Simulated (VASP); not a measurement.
# BaTe (Fm-3m) in VASP: further runs

The runs below take BaTe through single point, with PBE.

Everything below comes from runs of VASP 6.6.1. Logs are shortened: lines on timing, memory, paths and dates and some standing lists are left out, and cuts for length are marked.

## Step 1: The cell of the first run

Symmetry: Fm-3m, No. 225, cubic system. The conventional cell has a = 6.820 Å, b = 6.820 Å, c = 6.820 Å, α = 90.00°, β = 90.00°, γ = 90.00°. Ba (site symmetry m-3m) has 6 Te at 3.41 Å within 4.5 Å. Within 4.5 Å of Te (site symmetry m-3m) lie 6 Ba at 3.41 Å.

## Step 2: Single point, PBE

File INCAR:

```
PREC = Accurate
ENCUT = 520
EDIFF = 1E-6
ISMEAR = 0
SIGMA = 0.05
LREAL = F
LASPH = T
NELM = 100
ALGO = Normal
ISIF = 2
LWAVE = F
LCHARG = F
GGA = PE
NBANDS = 15
```

File KPOINTS:

```
Automatic mesh
0
Gamma
  8 8 8
```

File POSCAR:

```
BaTe
1.0
    0.0000000000      3.4099993980      3.4099993980
    3.4099993980      0.0000000000      3.4099993980
    3.4099993980      3.4099993980      0.0000000000
Ba Te
1 1
Direct
    0.5000000000      0.5000000000      0.5000000000
    0.0000000000      0.0000000000      0.0000000000
```

Potentials or basis: VASP PAW PBE potentials, release 64 (Ba_sv, Te).

On the command line:

```console
$ cat potpaw_PBE.64/Ba_sv/POTCAR potpaw_PBE.64/Te/POTCAR > POTCAR
$ mpirun -np 1 vasp_std > vasp.out
```

OUTCAR:

```text
PREC = Accurate
   ENCUT = 520
   EDIFF = 1E-6
   ISMEAR = 0
   LREAL = F
   LASPH = T
   NELM = 100
   ISIF = 2
   GGA = PE

 ion  position               nearest neighbor table
   1  0.500  0.500  0.500-   2 3.41   2 3.41   2 3.41   2 3.41   2 3.41   2 3.41
   2  0.000  0.000  0.000-   1 3.41   1 3.41   1 3.41   1 3.41   1 3.41   1 3.41

  LATTYP: Found a face centered cubic cell.
 ALAT       =     6.8199987960

  Lattice vectors:

 A1 = (   0.0000000000,   3.4099993980,   3.4099993980)
 A2 = (   3.4099993980,   0.0000000000,   3.4099993980)
 A3 = (   3.4099993980,   3.4099993980,   0.0000000000)

Analysis of symmetry for initial positions (statically):
=====================================================================
 Subroutine PRICEL returns:
 Original cell was already a primitive cell.

 Routine SETGRP: Setting up the symmetry group for a
 face centered cubic supercell.

 Subroutine GETGRP returns: Found 48 space group operations
 (whereof 48 operations were pure point group operations)
 out of a pool of 48 trial point group operations.

The static configuration has the point symmetry O_h .

Analysis of symmetry for dynamics (positions and initial velocities):
=====================================================================
 Subroutine PRICEL returns:
 Original cell was already a primitive cell.

 Routine SETGRP: Setting up the symmetry group for a
 face centered cubic supercell.

 Subroutine GETGRP returns: Found 48 space group operations
 (whereof 48 operations were pure point group operations)
 out of a pool of 48 trial point group operations.

The dynamic configuration has the point symmetry O_h .

 Subroutine INISYM returns: Found 48 space group operations
 (whereof 48 operations are pure point group operations),
 and found     1 'primitive' translations

----------------------------------------------------------------------------------------

                                     Primitive cell

  volume of cell :      79.3036

  direct lattice vectors                    reciprocal lattice vectors
     0.000000000  3.409999398  3.409999398    -0.146627592  0.146627592  0.146627592
     3.409999398  0.000000000  3.409999398     0.146627592 -0.146627592  0.146627592
     3.409999398  3.409999398  0.000000000     0.146627592  0.146627592 -0.146627592

  length of vectors
     4.822467396  4.822467396  4.822467396     0.253966439  0.253966439  0.253966439

  position of ions in fractional coordinates (direct lattice)
     0.500000000  0.500000000  0.500000000
     0.000000000  0.000000000  0.000000000

  ion indices of the primitive-cell ions
   primitive index   ion index
                 1           1
                 2           2

----------------------------------------------------------------------------------------

 KPOINTS: Automatic mesh

Automatic generation of k-mesh.
 Grid dimensions read from file:
 generate k-points for:    8    8    8

 Generating k-lattice:

  Cartesian coordinates                     Fractional coordinates (reciprocal lattice)
    -0.018328449  0.018328449  0.018328449     0.125000000  0.000000000  0.000000000
     0.018328449 -0.018328449  0.018328449     0.000000000  0.125000000  0.000000000
     0.018328449  0.018328449 -0.018328449     0.000000000  0.000000000  0.125000000

  Length of vectors
     0.031745805  0.031745805  0.031745805

  Shift w.r.t. Gamma in fractional coordinates (k-lattice)
     0.000000000  0.000000000  0.000000000

 Subroutine IBZKPT returns following result:
 ===========================================

 Found     29 irreducible k-points:

 Following reciprocal coordinates:
            Coordinates               Weight
  0.000000  0.000000  0.000000      1.000000
  0.125000  0.000000  0.000000      8.000000
  0.250000  0.000000  0.000000      8.000000
  0.375000  0.000000  0.000000      8.000000
  0.500000  0.000000  0.000000      4.000000
  0.125000  0.125000  0.000000      6.000000
[... 16 lines left out ...]
  0.500000  0.250000  0.125000     48.000000
 -0.375000  0.250000  0.125000     24.000000
 [... further k-points ...]
   k-points           NKPTS =     29   k-points in BZ     NKDIM =     29   number of bands    NBANDS=     15
   number of dos      NEDOS =    301   number of ions     NIONS =      2
   total plane-waves  NPLWV =  46656
   dimension x,y,z NGX =    36 NGY =   36 NGZ =   36
   dimension x,y,z NGXF=    72 NGYF=   72 NGZF=   72
   ions per type =               1   1
   NGX,Y,Z   is equivalent  to a cutoff of  12.41, 12.41, 12.41 a.u.
   NGXF,Y,Z  is equivalent  to a cutoff of  24.82, 24.82, 24.82 a.u.
 SYSTEM =  unknown system
   PREC   = accura    normal or accurate (medium, high low for compatibility)
   ISTART =      0    job   : 0-new  1-cont  2-samecut
   ICHARG =      2    charge: 1-file 2-atom 10-const
   ISPIN  =      1    spin polarized calculation?
   LNONCOLLINEAR =      F non collinear calculations
   LSORBIT =      F    spin-orbit coupling
   LASPH  =      T    aspherical Exc in radial PAW
   ENCUT  =  520.0 eV  38.22 Ry    6.18 a.u.   8.97  8.97  8.97*2*pi/ulx,y,z
   NELM   =    100;   NELMIN=  2; NELMDL= -5     # of ELM steps
   EDIFF  = 0.1E-05   stopping-criterion for ELM
   LREAL  =      F    real-space projection
   EDIFFG = 0.1E-04   stopping-criterion for IOM
   NSW    =      0    number of steps for IOM
   IBRION =     -1    ionic relax: 0-MD 1-quasi-New 2-CG
   NFREE  =      0    steps in history (QN), initial steepest desc. (CG)
   ISIF   =      2    stress and relaxation
   ISYM   =      2    0-nonsym 1-usesym 2-fastsym
   POTIM  = 0.5000    time-step for ionic-motion
   TEBEG  =    0.0;   TEEND  =   0.0 temperature during run
   PSTRESS=    0.0 pullay stress
   NELECT =      16.0000    total number of electrons
   NUPDOWN=      -1.0000    fix difference up-down
   EMIN   =  10.00;   EMAX   =-10.00  energy-range for DOS
   EFERMI =   0.00;   METHOD = LEGACY
   ISMEAR =     0;   SIGMA  =   0.05  broadening in eV -4-tet -1-fermi 0-gaus
   EFERMI_NEDOS =   21; number of points for ismear=-14 and -15
   IALGO  =     38    algorithm
   IMIX   =      4    mixing-type and parameters
     AMIX     =   0.40;   BMIX     =  1.00
     AMIX_MAG =   1.60;   BMIX_MAG =  1.00
  volume/ion in A,a.u.               =      39.65       267.58
  Fermi-wavevector in a.u.,A,eV,Ry     =   0.960175  1.814468 12.543709  0.921937
  Thomas-Fermi vector in A             =   2.089436
   LORBIT       =      0    0 simple, 1 ext, 2 COOP (PROOUT), +10 PAW based schemes
   GGA     = PE    functional components
   LHFCALC =     F    Hartree Fock is set to
   AEXX    =    0.0000 exact exchange contribution
   IVDW    =     0    specifies the selected vdW correction
   LEPSILON=     F    determine dielectric tensor
   LRPA    =     F    only Hartree local field effects (RPA)
 non-spin polarized calculation
 Gauss-broadening in eV      SIGMA  =   0.05
  energy-cutoff  :      520.00
  volume of cell :       79.30
 maximum number of plane-waves:      2150
   NGX = 17   NGY = 17   NGZ = 17

 number of electron      16.0000000 magnetization

 Free energy of the ion-electron system (eV)
  ---------------------------------------------------
  ext. energy  EPLUGINS =         0.00000000
  ---------------------------------------------------
  free energy    TOTEN  =        -8.51283247 eV

  energy without entropy =       -8.51283247  energy(sigma->0) =       -8.51283247

 E-fermi :   3.1145     XC(G=0):  -8.5643

 val. band max:        2.7956936856   @ k =   0.0000   0.0000   0.0000
 cond. band min:       4.1243844364   @ k =   0.5000   0.5000   0.0000
 fundamental gap:      1.3286907508
 Fermi energy:         3.1144522277

 k-point     1 :       0.0000    0.0000    0.0000
  band No.  band energies     occupation
      1     -24.0336      2.00000
      2      -9.2066      2.00000
      3      -9.2066      2.00000
      4      -9.2066      2.00000
      5      -6.9312      2.00000
      6       2.7957      2.00000
      7       2.7957      2.00000
      8       2.7957      2.00000
      9       5.6586      0.00000
     10       5.6586      0.00000
     11       5.6586      0.00000
     12       6.0235      0.00000
     13       6.3622      0.00000
     14       6.3622      0.00000
     15       9.7743      0.00000

 k-point     2 :       0.1250    0.0000    0.0000
  band No.  band energies     occupation
      1     -24.0306      2.00000
      2      -9.3192      2.00000
      3      -9.2086      2.00000
      4      -9.2086      2.00000
      5      -6.7689      2.00000
      6       2.2327      2.00000
      7       2.5158      2.00000
      8       2.5158      2.00000
      9       5.7135      0.00000
     10       5.8732      0.00000
     11       5.8732      0.00000
     12       6.7109      0.00000
     13       6.8714      0.00000
     14       6.8714      0.00000
     15      10.3171      0.00000

 k-point     3 :       0.2500    0.0000    0.0000
  band No.  band energies     occupation
      1     -24.0234      2.00000
      2      -9.5481      2.00000
      3      -9.2134      2.00000
      4      -9.2134      2.00000
      5      -6.4121      2.00000
      6       1.2983      2.00000
      7       2.0123      2.00000
      8       2.0123      2.00000
      9       5.9120      0.00000
     10       6.4414      0.00000
     11       6.4414      0.00000
     12       8.0182      0.00000
     13       8.0912      0.00000
     14       8.0912      0.00000
     15      11.3516      0.00000

 k-point     4 :       0.3750    0.0000    0.0000
  band No.  band energies     occupation
      1     -24.0161      2.00000
      2      -9.7384      2.00000
      3      -9.2181      2.00000
      4      -9.2181      2.00000
      5      -6.0800      2.00000
      6       0.5920      2.00000
      7       1.6319      2.00000
      8       1.6319      2.00000
      9       6.4428      0.00000
     10       7.2628      0.00000
     11       7.2628      0.00000
     12       8.4157      0.00000
     13       9.5158      0.00000
     14       9.5158      0.00000
     15      11.1456      0.00000
[... 307 lines left out ...]
 k-point    22 :       0.3750    0.2500    0.1250
  band No.  band energies     occupation
      1     -24.0180      2.00000
      2      -9.5624      2.00000
      3      -9.2853      2.00000
      4      -9.2293      2.00000
      5      -6.3619      2.00000
      6       0.9995      2.00000
      7       1.9121      2.00000
      8       2.2390      2.00000
      9       5.3592      0.00000
     10       6.9348      0.00000
     11       7.2385      0.00000
     12       7.5241      0.00000
     13       8.2380      0.00000
     14       9.9603      0.00000
     15      11.4270      0.00000

 k-point    23 :       0.5000    0.2500    0.1250
  band No.  band energies     occupation
      1     -24.0122      2.00000
      2      -9.6458      2.00000
      3      -9.3133      2.00000
      4      -9.2457      2.00000
      5      -6.2290      2.00000
      6       0.8457      2.00000
      7       1.6428      2.00000
      8       1.9231      2.00000
      9       5.8430      0.00000
     10       7.4914      0.00000
     11       7.8089      0.00000
     12       8.0107      0.00000
     13       8.6829      0.00000
     14      10.4924      0.00000
     15      10.7708      0.00000

 k-point    24 :      -0.3750    0.2500    0.1250
  band No.  band energies     occupation
      1     -24.0097      2.00000
      2      -9.6800      2.00000
      3      -9.3165      2.00000
      4      -9.2593      2.00000
      5      -6.1766      2.00000
      6       0.8006      2.00000
      7       1.6600      2.00000
      8       1.6616      2.00000
      9       6.5242      0.00000
     10       6.8188      0.00000
     11       8.2020      0.00000
     12       8.5568      0.00000
     13       9.0968      0.00000
     14       9.9358      0.00000
     15      11.1708      0.00000

 [... further k-points ...]

------------------------ aborting loop because EDIFF is reached ----------------------------------------

  FORCE on cell =-STRESS in cart. coord.  units (eV):
  Direction    XX          YY          ZZ          XY          YZ          ZX
  --------------------------------------------------------------------------------------
  -------------------------------------------------------------------------------------
  Total        2.0992288      2.0992288      2.0992288     -0.0000000     -0.0000000      0.0000000
  in kB       42.4108958     42.4108958     42.4108958     -0.0000000     -0.0000000      0.0000000
  external PRESSURE =      42.4108958 kB  Pullay stress =       0.0000000 kB

 VOLUME and BASIS-vectors are now :
 -----------------------------------------------------------------------------
  energy-cutoff  :      520.00
  volume of cell :       79.30
      direct lattice vectors                 reciprocal lattice vectors
     0.000000000  3.409999398  3.409999398    -0.146627592  0.146627592  0.146627592
     3.409999398  0.000000000  3.409999398     0.146627592 -0.146627592  0.146627592
     3.409999398  3.409999398  0.000000000     0.146627592  0.146627592 -0.146627592

 POSITION                                       TOTAL-FORCE (eV/Angst)
 -----------------------------------------------------------------------------------
      3.41000      3.41000      3.41000         0.000000      0.000000      0.000000
      0.00000      0.00000      0.00000        -0.000000     -0.000000     -0.000000
 -----------------------------------------------------------------------------------
    total drift:                                0.000000      0.000000      0.000000

  FREE ENERGIE OF THE ION-ELECTRON SYSTEM (eV)
  ---------------------------------------------------
  free  energy   TOTEN  =        -8.5128324724 eV

  energy  without entropy=       -8.5128324724  energy(sigma->0) =       -8.51283247
```

Run time: 20 s. Hardware: 1 thread of Intel Xeon Platinum 8488C (Sapphire Rapids), shared host; peak memory 0.22 GiB.

Results:

```yaml
Free_energy: -8.5128 eV
Pressure: 4.2 GPa
Band_gap_on_the_k_mesh: 1.33 eV, indirect (least direct gap 1.71 eV)
```

Levels at points of the mesh, in eV from the valence-band top:
```tsv
k point	band 6	band 7	band 8	band 9	band 10	band 11
(0.00, 0.00, 0.00)	0.00	0.00	0.00	2.86	2.86	2.86
(0.50, 0.00, 0.00)	-2.46	-1.30	-1.30	4.29	4.94	5.05
(0.50, 0.50, 0.00)	-1.15	-0.38	-0.38	1.33	4.55	5.00
```

Caveat: spin-orbit coupling is left out, which moves the levels of the heavy elements.

## Step 3: Single point, PBE, non-collinear spin, zero start, spin-orbit coupling (volume scaled by 0.96)

File INCAR:

```
SYSTEM = BaTe
PREC = Accurate ; ENCUT = 520
EDIFF = 1E-6 ; ISMEAR = 0
SIGMA = 0.05 ; LREAL = .FALSE.
LASPH = .TRUE. ; NELM = 150
ALGO = Normal ; ISIF = 2
LWAVE = .FALSE. ; LCHARG = .TRUE.
MAGMOM = 0 0 0 0 0 0 ; LORBIT = 11
LSORBIT = .TRUE. ; GGA_COMPAT = .FALSE.
LORBMOM = .TRUE. ; GGA = PE
LVHAR = .TRUE. ; NBANDS = 28
```

File KPOINTS:

```
regular mesh
0
G
  6 6 6
  0 0 0
```

File POSCAR:

```
BaTe
1.0
    0.0000000000      3.3639126755      3.3639126755
    3.3639126755      0.0000000000      3.3639126755
    3.3639126755      3.3639126755      0.0000000000
Ba Te
1 1
Direct
    0.5000000000      0.5000000000      0.5000000000
    0.0000000000      0.0000000000      0.0000000000
```

Potentials or basis: VASP PAW PBE potentials, release 64 (Ba_sv, Te).

On the command line:

```console
$ cat potpaw_PBE.64/Ba_sv/POTCAR potpaw_PBE.64/Te/POTCAR > POTCAR
$ mpirun -np 1 vasp_ncl > vasp.out
```

It took 56 s on 1 thread of Intel Xeon Platinum 8488C (Sapphire Rapids), shared host; peak memory 0.4 GiB.

The run converged. Its results:

```
Free energy                                           : -8.6992 eV
Pressure                                              : 6.3 GPa
Net moment                                            : 0.00 μB per cell
Valence electrons inside the program's atomic spheres : Ba 7.97; Te 3.52
```

Moments on the atoms (μB; x, y, z):
```
Ba  0.00 0.00 0.00
Te  0.00 0.00 0.00
```
